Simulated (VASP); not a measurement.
# V (P6_3/mmc) in VASP: notebook, part 2 of 2

VASP 6.6.1. Earlier steps stand in the parts before.

## (3) Single point, PBEsol, collinear spin, ferromagnetic start

Contents of INCAR:

```
PREC = Accurate
ENCUT = 520
EDIFF = 1E-6
ISMEAR = -1
SIGMA = 0.05
LREAL = F
LASPH = T
NELM = 150
ALGO = Fast
ISIF = 2
LWAVE = F
LCHARG = F
ISPIN = 2
MAGMOM = 3.5 3.5
LORBIT = 11
LMAXMIX = 4
GGA = PS
NBANDS = 24
```

Contents of KPOINTS:

```
regular mesh
0
Gamma
  12 12 6
```

Contents of POSCAR:

```
V
1.0
    2.6042941027      0.0000000000      0.0000000000
   -1.3021470513      2.2553848518      0.0000000000
    0.0000000000      0.0000000000      4.7233360000
V
2
Direct
    0.3333333333      0.6666666667      0.2500000000
    0.6666666667      0.3333333333      0.7500000000
```

Potentials or basis: VASP PAW PBE potentials, release 64 (V_sv).

Command:

```sh
$ cat potpaw_PBE.64/V_sv/POTCAR > POTCAR
$ mpirun -np 1 vasp_std > vasp.out
```

Run time: 85 s. Hardware: 1 thread of AMD EPYC 7R13 (Zen 3), shared host; peak memory 0.17 GiB.

The run converged. Its results:

* Free energy: -18.7284 eV
* Pressure: -7.0 GPa
* Band gap on the k mesh: zero (filled and empty bands overlap)
* Net moment: 0.00 μB per cell
* Valence electrons inside the program's atomic spheres: V 11.63

Stress tensor (GPa, compression positive):
```
-6.99  0.00  0.00
 0.00 -6.99  0.00
 0.00  0.00 -7.15
```

Levels at points of the mesh, in eV from the Fermi level:
Spin up:
```tsv
k point	band 10	band 11	band 12	band 13	band 14	band 15	band 16	band 17
(0.00, 0.00, 0.00)	-3.44	-0.57	-0.23	0.33	0.33	0.65	0.65	1.83
(0.50, 0.00, 0.00)	-2.85	-2.71	-0.37	-0.18	0.31	0.61	2.95	3.53
(0.00, 0.00, 0.50)	-5.09	-1.02	-1.02	0.37	0.37	0.37	0.37	2.50
(0.50, 0.00, 0.50)	-3.25	-1.80	-1.80	1.63	1.63	1.64	1.64	3.59
```
Spin down:
```tsv
k point	band 11	band 12	band 13	band 14	band 15	band 16
(0.00, 0.00, 0.00)	-0.57	-0.23	0.33	0.33	0.65	0.65
(0.50, 0.00, 0.00)	-2.71	-0.37	-0.18	0.31	0.61	2.95
(0.00, 0.00, 0.50)	-1.02	-1.02	0.37	0.37	0.37	0.37
(0.50, 0.00, 0.50)	-1.80	-1.80	1.63	1.63	1.64	1.64
```

Caveat: the PAW data sets were made with another functional, which shifts forces and pressure a little.

## (4) Single point, PBEsol, non-collinear spin, typed start

Contents of INCAR:

```
SYSTEM = V
PREC = Accurate
ENCUT = 520
EDIFF = 1E-7
ISMEAR = -1
SIGMA = 0.05
LREAL = .FALSE.
LASPH = .TRUE.
NELM = 150
ALGO = Normal
ISIF = 2
LWAVE = .FALSE.
LCHARG = .FALSE.
LNONCOLLINEAR = .TRUE.
MAGMOM = 0.277 0.889 1.804 -0.033 -1.236 -1.975
LORBIT = 11
LMAXMIX = 4
GGA = PS
NBANDS = 38
```

Contents of KPOINTS:

```
regular mesh
0
G
  8 8 4
  0 0 0
```

POSCAR is that of step 3.

Command:

```sh
$ cat potpaw_PBE.64/V_sv/POTCAR > POTCAR
$ mpirun -np 1 vasp_ncl > vasp.out
```

Wall time 8.8 min (1 thread of AMD EPYC 7R13 (Zen 3), shared host); peak memory 0.43 GiB.

The run converged. Its results:

```yaml
Free_energy: -18.7376 eV
Pressure: -6.6 GPa
Band_gap_on_the_k_mesh: zero (band 26 reaches 11.17 eV, above the bottom of band 27 at 8.99 eV)
Net_moment: 0.00 μB per cell
Valence_electrons_inside_the_program's_atomic_spheres: V 11.63
```

Stress tensor (GPa, compression positive):
```
-6.42  0.00  0.00
 0.00 -6.42  0.00
 0.00  0.00 -6.98
```

Levels at points of the mesh, in eV from the Fermi level:
```tsv
k point	band 23	band 24	band 25	band 26	band 27	band 28	band 29	band 30
(0.00, 0.00, 0.00)	-0.18	-0.18	0.36	0.36	0.36	0.36	0.67	0.67
(0.50, 0.00, 0.00)	-0.34	-0.34	-0.14	-0.14	0.34	0.34	0.64	0.64
(0.00, 0.50, 0.00)	-0.34	-0.34	-0.14	-0.14	0.34	0.34	0.64	0.64
(0.50, 0.50, 0.00)	-0.34	-0.34	-0.14	-0.14	0.34	0.34	0.64	0.64
(0.00, 0.00, 0.50)	-0.98	-0.98	0.40	0.40	0.40	0.40	0.40	0.40
(0.50, 0.00, 0.50)	-1.76	-1.76	1.67	1.67	1.67	1.67	1.67	1.67
(0.00, 0.50, 0.50)	-1.76	-1.76	1.67	1.67	1.67	1.67	1.67	1.67
(0.50, 0.50, 0.50)	-1.76	-1.76	1.67	1.67	1.67	1.67	1.67	1.67
```

Moments on the atoms (μB; x, y, z):
```
V   0.00 0.00 0.00
V   0.00 0.00 0.00
```

Caveat: the PAW data sets were made with another functional, which shifts forces and pressure a little.

## (5) Single point, PBE+D3(BJ), collinear spin, ferromagnetic start

This run uses another cell than the first one, of 13.21 Å³/atom, 0.952 times its volume.

Contents of INCAR:

```
SYSTEM = V
PREC = Accurate
ENCUT = 520
EDIFF = 1E-6
ISMEAR = -1
SIGMA = 0.05
LREAL = .False.
LASPH = .True.
NELM = 150
ALGO = Normal
ISIF = 2
LWAVE = .False.
LCHARG = .False.
ISPIN = 2
MAGMOM = 2 2
LORBIT = 11
LMAXMIX = 4
GGA = PE
IVDW = 12
NBANDS = 24
```

Contents of KPOINTS:

```
Automatic mesh
0
Gamma
  12 12 6
  0 0 0
```

Contents of POSCAR:

```
V
1.0
    2.5667169313      0.0000000000      0.0000000000
   -1.2833584656      2.2228420668      0.0000000000
    0.0000000000      0.0000000000      4.6299791182
V
2
Direct
    0.3333333333      0.6666666667      0.2500000000
    0.6666666667      0.3333333333      0.7500000000
```

Command:

```sh
$ cat potpaw_PBE.64/V_sv/POTCAR > POTCAR
$ mpirun -np 1 vasp_std > vasp.out
```

It took 40 s on 1 thread of Intel Xeon 6975P-C (Granite Rapids), shared host; peak memory 0.2 GiB.

It converged, with:

```
Free energy                                           : -18.8493 eV
Pressure                                              : 0.2 GPa
Band gap on the k mesh                                : zero (filled and empty bands overlap)
Net moment                                            : 0.00 μB per cell
Valence electrons inside the program's atomic spheres : V 11.71
Dispersion energy per atom                            : -0.693 eV
```

Levels at points of the mesh, in eV from the Fermi level:
Spin up:
```
           k point  band 11  band 12  band 13  band 14  band 15  band 16
(0.00, 0.00, 0.00)    -0.60    -0.11     0.32     0.32     0.67     0.67
(0.50, 0.00, 0.00)    -2.89    -0.37    -0.15     0.33     0.61     3.15
(0.00, 0.00, 0.50)    -1.07    -1.07     0.36     0.36     0.36     0.36
(0.50, 0.00, 0.50)    -1.92    -1.92     1.72     1.72     1.74     1.74
```
Spin down:
```
           k point  band 9  band 10  band 11  band 12  band 13  band 14  band 15  band 16  band 17  band 18
(0.00, 0.00, 0.00)   -6.98    -3.55    -0.60    -0.11     0.32     0.32     0.67     0.67     1.91     1.91
(0.50, 0.00, 0.00)   -3.12    -2.97    -2.89    -0.37    -0.15     0.33     0.61     3.15     3.71     3.83
(0.00, 0.00, 0.50)   -5.13    -5.13    -1.07    -1.07     0.36     0.36     0.36     0.36     2.64     2.64
(0.50, 0.00, 0.50)   -3.43    -3.43    -1.92    -1.92     1.72     1.72     1.75     1.75     3.78     3.78
```

Caveat: pairwise dispersion overbinds metals, which lowers pressure and volume.

## (6) Single point, PBE+D3(BJ), collinear spin, ferromagnetic start

This run uses another cell than the first one, of 13.33 Å³/atom, 0.961 times its volume.

Contents of INCAR:

```
SYSTEM = V
PREC = Accurate ; ENCUT = 520
EDIFF = 1E-7 ; ISMEAR = -1
SIGMA = 0.05 ; LREAL = .False.
LASPH = .True. ; NELM = 150
ALGO = Normal ; ISIF = 2
LWAVE = .False. ; LCHARG = .True.
ISPIN = 2 ; MAGMOM = 2 2
LORBIT = 11 ; LMAXMIX = 4
GGA = PE ; IVDW = 12
LELF = .True. ; LVHAR = .True.
NBANDS = 24
```

Contents of KPOINTS:

```
regular mesh
0
Gamma
  12 12 6
  0 0 0
```

Contents of POSCAR:

```
V
1.0
    2.5749352526      0.0000000000      0.0000000000
   -1.2874676263      2.2299593419      0.0000000000
    0.0000000000      0.0000000000      4.6444037818
V
2
Direct
    0.3333333333      0.6666666667      0.2500000000
    0.6666666667      0.3333333333      0.7500000000
```

Potentials or basis: VASP PAW PBE potentials, release 64 (V_sv).

Command:

```sh
$ cat potpaw_PBE.64/V_sv/POTCAR > POTCAR
$ mpirun -np 1 vasp_std > vasp.out
```

Wall time 46 s (1 thread of Intel Xeon 6975P-C (Granite Rapids), shared host); peak memory 0.2 GiB.

The run converged. Its results:

| Quantity | Value |
| --- | --- |
| Free energy | -18.8484 eV |
| Pressure | -1.5 GPa |
| Band gap on the k mesh | zero (filled and empty bands overlap) |
| Net moment | 0.00 μB per cell |
| Valence electrons inside the program's atomic spheres | V 11.69 |
| Dispersion energy per atom | -0.687 eV |

Levels at points of the mesh, in eV from the Fermi level:
Spin up:
```tsv
k point	band 10	band 11	band 12	band 13	band 14	band 15	band 16	band 17
(0.00, 0.00, 0.00)	-3.53	-0.59	-0.13	0.32	0.32	0.66	0.66	1.89
(0.50, 0.00, 0.00)	-2.94	-2.85	-0.37	-0.17	0.33	0.60	3.12	3.66
(0.00, 0.00, 0.50)	-5.12	-1.05	-1.05	0.36	0.36	0.36	0.36	2.61
(0.50, 0.00, 0.50)	-3.40	-1.89	-1.89	1.71	1.71	1.72	1.72	3.73
```
Spin down:
| k point | band 11 | band 12 | band 13 | band 14 | band 15 | band 16 |
| --- | --- | --- | --- | --- | --- | --- |
| (0.00, 0.00, 0.00) | -0.59 | -0.13 | 0.32 | 0.32 | 0.66 | 0.66 |
| (0.50, 0.00, 0.00) | -2.85 | -0.37 | -0.17 | 0.33 | 0.60 | 3.12 |
| (0.00, 0.00, 0.50) | -1.05 | -1.05 | 0.36 | 0.36 | 0.36 | 0.36 |
| (0.50, 0.00, 0.50) | -1.89 | -1.89 | 1.71 | 1.71 | 1.72 | 1.72 |

Caveat: three body term missing; pairwise dispersion overbinds metals, which lowers pressure and volume.

## (7) Overview

```tsv
level	spin	cell	k mesh	grid for exact exchange (PRECFOCK)	share of exact exchange	gap on the mesh (eV)	pressure (GPa)	moment (μB)
PBEsol-based global hybrid	collinear, ferromagnetic start	a = 2.604, b = 2.604, c = 4.723 Å, angles 90.0, 90.0, 120.0°, 2 atoms	6 × 6 × 3	Normal	0.25	none	-12.2	0.17
PBEsol	collinear, ferromagnetic start	a = 2.604, b = 2.604, c = 4.723 Å, angles 90.0, 90.0, 120.0°, 2 atoms	12 × 12 × 6	-	-	none	-7.0	0.00
PBEsol	non-collinear, typed start	a = 2.604, b = 2.604, c = 4.723 Å, angles 90.0, 90.0, 120.0°, 2 atoms	8 × 8 × 4	-	-	none	-6.6	0.00
PBE+D3(BJ)	collinear, ferromagnetic start	a = 2.567, b = 2.567, c = 4.630 Å, angles 90.0, 90.0, 120.0°, 2 atoms	12 × 12 × 6	-	-	none	0.2	0.00
PBE+D3(BJ)	collinear, ferromagnetic start	a = 2.575, b = 2.575, c = 4.644 Å, angles 90.0, 90.0, 120.0°, 2 atoms	12 × 12 × 6	-	-	none	-1.5	0.00
```

Alike in all rows: task single point; potentials or basis VASP PAW PBE potentials, release 64 (V_sv); cutoff (eV) 520; smearing fermi-dirac 0.05 eV.

Caveats: some runs use coarse meshes; the PAW data sets were made with another functional, which shifts forces and pressure a little (some runs); pairwise dispersion overbinds metals, which lowers pressure and volume (some runs); three body term missing (some runs).

Total energies depend on the potentials used, so only differences within one code and one set of settings carry meaning.
